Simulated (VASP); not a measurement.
# Si4N in VASP: further runs

Runs on Si4N. Level: PBE. Tasks: single point.

All numbers are computed with VASP 6.6.1; they aren't measurements. Logs are shortened: lines on timing, memory, paths and dates and some standing lists are left out, and cuts for length are marked.

**1. The cell of the first run**

The typed cell holds 5 atoms: a = 4.226 Å, b = 4.229 Å, c = 4.367 Å, α = 95.12°, β = 95.70°, γ = 103.92°.

**2. Single point, PBE**

Input file INCAR:

```
SYSTEM = Si4N
PREC     = Accurate       ! precision mode
ENCUT    = 520            ! plane-wave cutoff, eV
EDIFF    = 1E-7           ! SCF threshold, eV
ISMEAR   = 0              ! smearing method
SIGMA    = 0.1            ! smearing width, eV
LREAL    = .FALSE.        ! projectors in reciprocal space
LASPH    = .TRUE.         ! aspherical terms in the spheres
NELM     = 100            ! most SCF steps
ALGO     = Normal         ! electronic algorithm
ISIF     = 2              ! what is computed and relaxed
LWAVE    = .FALSE.        ! write WAVECAR
LCHARG   = .TRUE.         ! write CHGCAR
GGA      = PE             ! functional
LELF     = .TRUE.         ! ELF
LVHAR    = .TRUE.       
NBANDS   = 18             ! bands
```

Input file KPOINTS:

```
regular mesh
0
G
  4 4 4
  0 0 0
```

Input file POSCAR:

```
Si4N
1.0
    4.2241919496      0.0240042568      0.1258172856
   -1.0395671257      4.0990295512     -0.0651764001
   -0.5593893277     -0.4756707152      4.3045026890
Si N
4 1
Direct
    0.3646873357      0.3622034415      0.1004578240
    0.6913868806      0.1446236472      0.7595631646
    0.1452093024      0.6934995239      0.7617869657
    0.8029364300      0.8043750880      0.3436115131
    0.9957800513      0.9952982992      0.0345805324
```

Potentials or basis: VASP PAW PBE potentials, release 64 (Si, N).

Run with:

```console
$ cat potpaw_PBE.64/Si/POTCAR potpaw_PBE.64/N/POTCAR > POTCAR
$ mpirun -np 1 vasp_std > vasp.out
```

OUTCAR:

```text
SYSTEM = Si4N
   PREC = Accurate
   ENCUT = 520
   EDIFF = 1E-7
   ISMEAR = 0
   LREAL = .FALSE.
   LASPH = .TRUE.
   NELM = 100
   ISIF = 2
   GGA = PE

 ion  position               nearest neighbor table
   1  0.365  0.362  0.100-   5 1.89   4 2.38   3 2.39   2 2.40   3 2.96   2 2.97
   2  0.691  0.145  0.760-   5 1.93   4 2.37   1 2.40   3 2.62   3 2.63   1 2.97   3 3.01   4 3.09

   3  0.145  0.693  0.762-   5 1.93   4 2.37   1 2.39   2 2.62   2 2.63   1 2.96   2 3.01   4 3.10

   4  0.803  0.804  0.344-   5 1.80   3 2.37   2 2.37   1 2.38   2 3.09   3 3.10
   5  0.996  0.995  0.035-   4 1.80   1 1.89   3 1.93   2 1.93

  LATTYP: Found a triclinic cell.
 ALAT       =     4.2261334362
 B/A-ratio  =     1.5757996819
 C/A-ratio  =     1.0332573020
 COS(alpha) =     0.0063269252
 COS(beta)  =     0.0993165004
 COS(gamma) =     0.7874239471

  Lattice vectors:

 A1 = (   4.2241919496,   0.0240042568,   0.1258172856)
 A2 = (   5.2637590753,  -4.0750252944,   0.1909936857)
 A3 = (   0.5593893277,   0.4756707152,  -4.3045026890)

Analysis of symmetry for initial positions (statically):
=====================================================================
 Subroutine PRICEL returns:
 Original cell was already a primitive cell.

 Routine SETGRP: Setting up the symmetry group for a
 triclinic supercell.

 Subroutine GETGRP returns: Found  1 space group operations
 (whereof  1 operations were pure point group operations)
 out of a pool of  2 trial point group operations.

The static configuration has the point symmetry C_1 .

Analysis of symmetry for dynamics (positions and initial velocities):
=====================================================================
 Subroutine PRICEL returns:
 Original cell was already a primitive cell.

 Routine SETGRP: Setting up the symmetry group for a
 triclinic supercell.

 Subroutine GETGRP returns: Found  1 space group operations
 (whereof  1 operations were pure point group operations)
 out of a pool of  2 trial point group operations.

The dynamic configuration has the point symmetry C_1 .

 Subroutine INISYM returns: Found  1 space group operations
 (whereof  1 operations are pure point group operations),
 and found     1 'primitive' translations

----------------------------------------------------------------------------------------

                                     Primitive cell

  volume of cell :      74.8609

  direct lattice vectors                    reciprocal lattice vectors
     4.224191950  0.024004257  0.125817286     0.235280181  0.060262162  0.037235002
    -1.039567126  4.099029551 -0.065176400    -0.002179696  0.243831312  0.026661411
    -0.559389328 -0.475670715  4.304502689    -0.006910062  0.001930543  0.231630216

  length of vectors
     4.226133436  4.229301483  4.366683232     0.245712712  0.245294294  0.231741306

  position of ions in fractional coordinates (direct lattice)
     0.364687336  0.362203442  0.100457824
     0.691386881  0.144623647  0.759563165
     0.145209302  0.693499524  0.761786966
     0.802936430  0.804375088  0.343611513
     0.995780051  0.995298299  0.034580532

  ion indices of the primitive-cell ions
   primitive index   ion index
                 1           1
                 2           2
                 3           3
                 4           4
                 5           5

----------------------------------------------------------------------------------------

 KPOINTS: regular mesh

Automatic generation of k-mesh.
 Grid dimensions read from file:
 generate k-points for:    4    4    4

 Generating k-lattice:

  Cartesian coordinates                     Fractional coordinates (reciprocal lattice)
     0.058820045  0.015065541  0.009308751     0.250000000 -0.000000000 -0.000000000
    -0.000544924  0.060957828  0.006665353     0.000000000  0.250000000 -0.000000000
    -0.001727515  0.000482636  0.057907554    -0.000000000  0.000000000  0.250000000

  Length of vectors
     0.061428178  0.061323574  0.057935327

  Shift w.r.t. Gamma in fractional coordinates (k-lattice)
     0.000000000  0.000000000  0.000000000

 Subroutine IBZKPT returns following result:
 ===========================================

 Found     36 irreducible k-points:

 Following reciprocal coordinates:
            Coordinates               Weight
  0.000000  0.000000  0.000000      1.000000
  0.250000 -0.000000  0.000000      2.000000
  0.500000 -0.000000  0.000000      1.000000
 -0.000000  0.250000 -0.000000      2.000000
  0.250000  0.250000  0.000000      2.000000
  0.500000  0.250000 -0.000000      2.000000
[... 16 lines left out ...]
  0.000000 -0.250000  0.250000      2.000000
  0.250000 -0.250000  0.250000      2.000000
 [... further k-points ...]
   k-points           NKPTS =     36   k-points in BZ     NKDIM =     36   number of bands    NBANDS=     18
   number of dos      NEDOS =    301   number of ions     NIONS =      5
   total plane-waves  NPLWV =  32768
   dimension x,y,z NGX =    32 NGY =   32 NGZ =   32
   dimension x,y,z NGXF=    64 NGYF=   64 NGZF=   64
   ions per type =               4   1
   NGX,Y,Z   is equivalent  to a cutoff of  12.59, 12.58, 12.18 a.u.
   NGXF,Y,Z  is equivalent  to a cutoff of  25.18, 25.16, 24.37 a.u.
 SYSTEM =  Si4N
   PREC   = accura    normal or accurate (medium, high low for compatibility)
   ISTART =      0    job   : 0-new  1-cont  2-samecut
   ICHARG =      2    charge: 1-file 2-atom 10-const
   ISPIN  =      1    spin polarized calculation?
   LNONCOLLINEAR =      F non collinear calculations
   LSORBIT =      F    spin-orbit coupling
   LASPH  =      T    aspherical Exc in radial PAW
   ENCUT  =  520.0 eV  38.22 Ry    6.18 a.u.   7.86  7.86  8.12*2*pi/ulx,y,z
   NELM   =    100;   NELMIN=  2; NELMDL= -5     # of ELM steps
   EDIFF  = 0.1E-06   stopping-criterion for ELM
   LREAL  =      F    real-space projection
   EDIFFG = 0.1E-05   stopping-criterion for IOM
   NSW    =      0    number of steps for IOM
   IBRION =     -1    ionic relax: 0-MD 1-quasi-New 2-CG
   NFREE  =      0    steps in history (QN), initial steepest desc. (CG)
   ISIF   =      2    stress and relaxation
   ISYM   =      2    0-nonsym 1-usesym 2-fastsym
   POTIM  = 0.5000    time-step for ionic-motion
   TEBEG  =    0.0;   TEEND  =   0.0 temperature during run
   PSTRESS=    0.0 pullay stress
   NELECT =      21.0000    total number of electrons
   NUPDOWN=      -1.0000    fix difference up-down
   EMIN   =  10.00;   EMAX   =-10.00  energy-range for DOS
   EFERMI =   0.00;   METHOD = LEGACY
   ISMEAR =     0;   SIGMA  =   0.10  broadening in eV -4-tet -1-fermi 0-gaus
   EFERMI_NEDOS =   21; number of points for ismear=-14 and -15
   IALGO  =     38    algorithm
   IMIX   =      4    mixing-type and parameters
     AMIX     =   0.40;   BMIX     =  1.00
     AMIX_MAG =   1.60;   BMIX_MAG =  1.00
  volume/ion in A,a.u.               =      14.97       101.04
  Fermi-wavevector in a.u.,A,eV,Ry     =   1.071675  2.025171 15.626108  1.148487
  Thomas-Fermi vector in A             =   2.207422
   LORBIT       =      0    0 simple, 1 ext, 2 COOP (PROOUT), +10 PAW based schemes
   GGA     = PE    functional components
   LHFCALC =     F    Hartree Fock is set to
   AEXX    =    0.0000 exact exchange contribution
   IVDW    =     0    specifies the selected vdW correction
   LEPSILON=     F    determine dielectric tensor
   LRPA    =     F    only Hartree local field effects (RPA)
 non-spin polarized calculation
 Gauss-broadening in eV      SIGMA  =   0.10
  energy-cutoff  :      520.00
  volume of cell :       74.86
 maximum number of plane-waves:      2038
   NGX = 15   NGY = 15   NGZ = 17

 number of electron      20.9999999 magnetization

 Free energy of the ion-electron system (eV)
  ---------------------------------------------------
  ext. energy  EPLUGINS =         0.00000000
  ---------------------------------------------------
  free energy    TOTEN  =       -29.21793252 eV

  energy without entropy =      -29.21064348  energy(sigma->0) =      -29.21428800

 E-fermi :   8.0797     XC(G=0): -10.4360

 val. band max:        8.0520119542   @ k =   0.2500  -0.0000   0.0000
 cond. band min:       8.1437169409   @ k =   0.2500   0.5000  -0.0000
 fundamental gap:      0.0917049867
 Fermi energy:         8.0797255877

 k-point     1 :       0.0000    0.0000    0.0000
  band No.  band energies     occupation
      1      -9.8267      2.00000
      2      -2.5915      2.00000
      3      -0.6410      2.00000
      4       0.1251      2.00000
      5       0.6097      2.00000
      6       2.2405      2.00000
[... 10 lines left out ...]
     17      13.4384      0.00000
     18      13.8738      0.00000

 k-point     2 :       0.2500   -0.0000    0.0000
  band No.  band energies     occupation
      1      -9.6911      2.00000
      2      -3.0660      2.00000
      3      -0.7987      2.00000
      4       0.0384      2.00000
      5       0.8033      2.00000
      6       2.6711      2.00000
[... 10 lines left out ...]
     17      12.5175      0.00000
     18      13.5021      0.00000

 k-point     3 :       0.5000   -0.0000    0.0000
  band No.  band energies     occupation
      1      -9.5419      2.00000
      2      -3.5669      2.00000
      3      -0.8041      2.00000
      4      -0.0636      2.00000
      5       1.1552      2.00000
      6       2.5646      2.00000
[... 10 lines left out ...]
     17      13.4283      0.00000
     18      14.2996      0.00000

 k-point     4 :      -0.0000    0.2500   -0.0000
  band No.  band energies     occupation
      1      -9.6930      2.00000
      2      -3.0520      2.00000
      3      -0.7976      2.00000
      4       0.0256      2.00000
      5       0.7971      2.00000
      6       2.6737      2.00000
[... 375 lines left out ...]
      4      -0.4052      2.00000
      5       1.6743      2.00000
      6       2.3676      2.00000
[... 10 lines left out ...]
     17      14.2713      0.00000
     18      14.5116      0.00000

 k-point    23 :       0.0000   -0.2500    0.2500
  band No.  band energies     occupation
      1      -9.6053      2.00000
      2      -3.1967      2.00000
      3      -1.1792      2.00000
      4       0.3603      2.00000
      5       0.8706      2.00000
      6       2.2951      2.00000
[... 10 lines left out ...]
     17      13.3866      0.00000
     18      13.9934      0.00000

 k-point    24 :       0.2500   -0.2500    0.2500
  band No.  band energies     occupation
      1      -9.5283      2.00000
      2      -2.8136      2.00000
      3      -1.6701      2.00000
      4      -0.3979      2.00000
      5       1.2863      2.00000
      6       2.5307      2.00000
[... 10 lines left out ...]
     17      13.9779      0.00000
     18      14.0834      0.00000

 [... further k-points ...]

------------------------ aborting loop because EDIFF is reached ----------------------------------------

  FORCE on cell =-STRESS in cart. coord.  units (eV):
  Direction    XX          YY          ZZ          XY          YZ          ZX
  --------------------------------------------------------------------------------------
  -------------------------------------------------------------------------------------
  Total        0.0121080     -0.0261561     -0.1048220     -0.0308275     -0.0093998      0.0752195
  in kB        0.2591372     -0.5597954     -2.2434070     -0.6597730     -0.2011743      1.6098519
  external PRESSURE =      -0.8480218 kB  Pullay stress =       0.0000000 kB

 VOLUME and BASIS-vectors are now :
 -----------------------------------------------------------------------------
  energy-cutoff  :      520.00
  volume of cell :       74.86
      direct lattice vectors                 reciprocal lattice vectors
     4.224191950  0.024004257  0.125817286     0.235280181  0.060262162  0.037235002
    -1.039567126  4.099029551 -0.065176400    -0.002179696  0.243831312  0.026661411
    -0.559389328 -0.475670715  4.304502689    -0.006910062  0.001930543  0.231630216

 POSITION                                       TOTAL-FORCE (eV/Angst)
 -----------------------------------------------------------------------------------
      1.10778      1.44565      0.45470         0.014975      0.021266      0.001048
      2.34531      0.24811      3.34710         0.001279      0.004456      0.006633
     -0.53368      2.48380      3.25218        -0.004109      0.002857      0.012445
      2.36334      3.15299      1.52767        -0.002413     -0.008773     -0.018693
      3.15234      4.08721      0.20927        -0.009733     -0.019806     -0.001432
 -----------------------------------------------------------------------------------
    total drift:                                0.000081      0.000113      0.000190

  FREE ENERGIE OF THE ION-ELECTRON SYSTEM (eV)
  ---------------------------------------------------
  free  energy   TOTEN  =       -29.2179325164 eV

  energy  without entropy=      -29.2106434833  energy(sigma->0) =      -29.21428800
```

It took 30 s on 1 thread of AMD EPYC 9R45 (Zen 5), shared host; peak memory 0.15 GiB.

What came out:

| Quantity | Value |
| --- | --- |
| Free energy | -29.2179 eV |
| Pressure | -0.1 GPa |
| Largest force | 0.026 eV/Å |

Forces on the atoms (eV/Å):
```
Si   0.015  0.021  0.001
Si   0.001  0.004  0.007
Si  -0.004  0.003  0.012
Si  -0.002 -0.009 -0.019
N   -0.010 -0.020 -0.001
```

Stress tensor (GPa, compression positive):
```
 0.03 -0.07  0.16
-0.07 -0.06 -0.02
 0.16 -0.02 -0.22
```

Levels at points of the mesh, in eV from the Fermi level:
```tsv
k point	band 8	band 9	band 10	band 11	band 12	band 13
(0.00, 0.00, 0.00)	-3.67	-2.84	-1.41	0.34	1.25	1.66
(0.50, 0.00, 0.00)	-4.10	-2.80	-1.02	0.28	0.80	1.90
(0.00, 0.50, 0.00)	-4.09	-2.83	-0.99	0.20	0.82	1.91
(0.50, 0.50, 0.00)	-3.49	-1.68	-1.63	-0.59	-0.36	1.75
(0.00, 0.00, 0.50)	-3.42	-2.54	-1.82	-0.31	0.71	1.22
(0.50, 0.00, 0.50)	-3.94	-2.13	-0.77	-0.56	0.54	2.25
(0.00, 0.50, 0.50)	-3.96	-2.08	-0.79	-0.54	0.60	2.28
(0.50, 0.50, 0.50)	-4.76	-2.26	-2.07	0.83	2.71	4.07
```

Caveat: the k points lie up to 0.39 Å⁻¹ apart.

[end of part 1 of 2]
